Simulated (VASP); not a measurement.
## Co: electric field gradients with PBE

Crystal: Co.

```
Co
1.0
     2.56841    0.00000    0.00000
    -1.28420    2.22430    0.00000
     0.00000    0.00000    4.17124
Co
2
Cartesian
  0.0000 1.4829 1.0428
  1.2842 0.7414 3.1284
```

This cell differs from its parent crystal: volume scaled by 1.06.

```json
{
  "Program": "VASP 6.6.1",
  "Task": "electric field gradients",
  "Functional": "PBE",
  "Potentials or basis": "VASP PAW PBE potentials, release 64 (Co)",
  "Cutoff": "520 eV",
  "k mesh": "19 × 19 × 10",
  "Occupations": "fermi-dirac, width 0.05 eV",
  "Spin": "collinear spin, ferromagnetic start",
  "Starting moments": "[2.0, 2.0] μB",
  "Dipole correction": "no",
  "Further INCAR settings": "ALGO = Normal; EDIFF = 1e-08; NBANDS = 20"
}
```

```
Pressure                                              : -16.0 GPa
Net moment                                            : 3.35 μB per cell
Site moments                                          : Co +1.72 μB
Valence electrons inside the program's atomic spheres : Co 8.11
```

Stress tensor (GPa, compression positive):
```
-15.77   0.00   0.00
  0.00 -15.77   0.00
  0.00   0.00 -16.53
```

Levels at points of the mesh, in eV from the Fermi level:
Spin up:
```tsv
k point	band 9	band 10	band 11	band 12	band 13	band 14
(0.00, 0.00, 0.00)	-1.93	-1.00	-1.00	-0.06	5.49	21.23
(0.00, 0.00, 0.50)	-1.26	-1.26	-1.26	-1.26	13.87	13.87
```
Spin down:
```tsv
k point	band 4	band 5	band 6	band 7	band 8	band 9	band 10	band 11
(0.00, 0.00, 0.00)	-0.79	-0.79	-0.48	-0.48	-0.16	-0.08	-0.08	0.97
(0.00, 0.00, 0.50)	-1.33	-0.84	-0.84	-0.84	-0.84	0.67	0.67	0.67
```

Electric field gradients, principal values (V/Å²):
```csv
atom,least,middle,greatest (by size)
1 Co,1.032,1.037,-2.069
2 Co,1.032,1.037,-2.069
```

It took 87 s on 1 thread of Intel(R) Xeon(R) 6975P-C (Granite Rapids), on a shared host, peak memory 0.26 GiB.

Caveat: without QUAD_EFG the Cq values of the log hold for a quadrupole moment of 1 mb, not for the nuclei.
